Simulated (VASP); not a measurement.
A run of VASP 6.6.1 is set up as follows.

File INCAR:

```
SYSTEM = Ta3N
  PREC = Accurate
  ENCUT = 520
  EDIFF = 1E-7
  ISMEAR = 0
  SIGMA = 0.15
  LREAL = .FALSE.
  LASPH = .TRUE.
  NELM = 60
  ALGO = Normal
  ISIF = 2
  LWAVE = .FALSE.
  LCHARG = .FALSE.
  GGA = PE
  NBANDS = 27
```

The input KPOINTS:

```
Automatic mesh
0
G
  18 18 6
  0 0 0
```

Contents of POSCAR:

```
Ta3N
1.0
    3.0217748255      0.0000000000      0.0000000000
   -1.5108874128      2.6169337634      0.0686945113
    0.0000000000      0.1983866899      7.5575881873
Ta N
3 1
Direct
    0.0000000000      0.0000000000      0.5000000000
    0.3333333333      0.6666666667      0.1735950547
    0.6666666667      0.3333333333      0.8264049453
    0.0000000000      0.0000000000      0.0000000000
```

Potentials or basis: VASP PAW PBE potentials, release 64 (Ta_pv, N).

Launch:

```console
$ cat potpaw_PBE.64/Ta_pv/POTCAR potpaw_PBE.64/N/POTCAR > POTCAR
$ mpirun -np 1 vasp_std > vasp.out
```

Question: What does it give for the largest force?

Answer: 0.326 eV/Å.

Question: Estimate the band gap on the k mesh.

Answer: Zero (bands 19 and 20 overlap by 0.89 eV).

Forces in eV/Å, atoms in the order of the input:
```
Ta   0.000  0.000  0.000
Ta   0.000 -0.301  0.126
Ta   0.000  0.301 -0.126
N    0.000  0.000  0.000
```

Caveat: the cell differs from its parent crystal (strain +0.0525 x Voigt [0, 0, 0, 1, 0, 0]); spin-orbit coupling is left out, which moves the levels of the heavy elements.
